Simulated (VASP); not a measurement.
ZnSe, 2 atoms in the cell. Symmetry: F-43m, No. 216, cubic system. The conventional cell has a = 5.579 Å, b = 5.579 Å, c = 5.579 Å, α = 90.00°, β = 90.00°, γ = 90.00°. Zn (site symmetry -43m) has 4 Se at 2.42 Å within 3.2 Å. Within 3.2 Å of Se (site symmetry -43m) lie 4 Zn at 2.42 Å. 

```yaml
Program: VASP 6.6.1
Task: single point
Functional: PBEsol
Potentials_or_basis: VASP PAW PBE potentials, release 64 (Zn, Se)
Cutoff: 520 eV
k_mesh: 8 × 8 × 8
Occupations: gaussian, width 0.01 eV
Spin: no spin polarisation
Dipole_correction: no
Further_INCAR_settings: ALGO = Normal; EDIFF = 1e-07; NBANDS = 16
```

Potentials or basis: VASP PAW PBE potentials, release 64 (Zn, Se).

The run is started by

```bash
$ cat potpaw_PBE.64/Zn/POTCAR potpaw_PBE.64/Se/POTCAR > POTCAR
$ mpirun -np 1 vasp_std > vasp.out
```

Hardware: 1 thread of AMD EPYC 7R13, with other jobs on the host.

Task: Estimate the wall time of this run.

Result: Wall time 18 s on 1 thread of AMD EPYC 7R13 (shared host), peak memory 0.18 GiB. Counts: scf iterations 13, k points 29.
